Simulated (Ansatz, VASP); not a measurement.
One calculation of Si, two programs

```
Si
1.0
     3.62600    0.00000    0.00000
    -1.81300    3.14021    0.00000
     0.00000    0.00000   28.00000
Si
2
Direct
  0.33333 0.66667 0.51530
  0.66667 0.33333 0.48470
```

Alike in both runs: task single point; functional PBE; k mesh 15 × 15 × 1; occupations gaussian, width 0.1 eV; no spin polarisation.

|  | VASP | Ansatz |
| --- | --- | --- |
| version | VASP 6.6.1 | Ansatz 0.2.0 |
| potentials or method | VASP PAW PBE potentials, release 64 (Si), cutoff 520 eV | scalar-relativistic, plane waves, PAW |
| valence electrons in the cell | 8 | 8 |

Ansatz gave:

```
gap on the k mesh at the Fermi level (eV) : none
rms of the force components (eV/Å)        : 0.460
```

What did VASP give for the same quantities?

gap on the k mesh at the Fermi level (eV): none; rms of the force components (eV/Å): 0.465.

Atom by atom the forces differ by 0.005 eV/Å (rms over components). A gap of «none» marks a metal or a gap that the smearing closes.
